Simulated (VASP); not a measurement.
A run of VASP 6.6.1:

The input INCAR:

```
SYSTEM = Yb
PREC     = Accurate       ! precision mode
ENCUT    = 520            ! plane-wave cutoff, eV
EDIFF    = 1E-7           ! SCF threshold, eV
ISMEAR   = -1             ! smearing method
SIGMA    = 0.05           ! smearing width, eV
LREAL    = .False.        ! projectors in reciprocal space
LASPH    = .True.         ! aspherical terms in the spheres
NELM     = 150            ! most SCF steps
ALGO     = Normal         ! electronic algorithm
ISIF     = 2              ! what is computed and relaxed
LWAVE    = .False.        ! write WAVECAR
LCHARG   = .False.        ! write CHGCAR
ISPIN    = 2              ! spin polarisation
MAGMOM   = 1              ! initial moments
LORBIT   = 11             ! projections on sites
LMAXMIX  = 6              ! l up to which the mixer works
GGA      = PS             ! functional
NBANDS   = 22             ! bands
```

The input KPOINTS:

```
Automatic mesh
0
Gamma
  8 8 8
  0 0 0
```

The input POSCAR:

```
Yb
1.0
    0.0000000000      2.7246893782      2.7246893782
    2.7246893782      0.0000000000      2.7246893782
    2.7246893782      2.7246893782      0.0000000000
Yb
1
Direct
    0.0000000000      0.0000000000      0.0000000000
```

Potentials or basis: VASP PAW PBE potentials, release 64 (Yb).

The run is started by

```console
$ cat potpaw_PBE.64/Yb/POTCAR > POTCAR
$ mpirun -np 1 vasp_std > vasp.out
```

Hardware: 1 thread of Intel Xeon 8259CL, with other jobs on the host.

Q: How long does it take, and how much memory?

A: It took 16 min on 1 thread of Intel Xeon 8259CL (shared host), peak memory 0.23 GiB. Counts: scf iterations 123, k points 29.
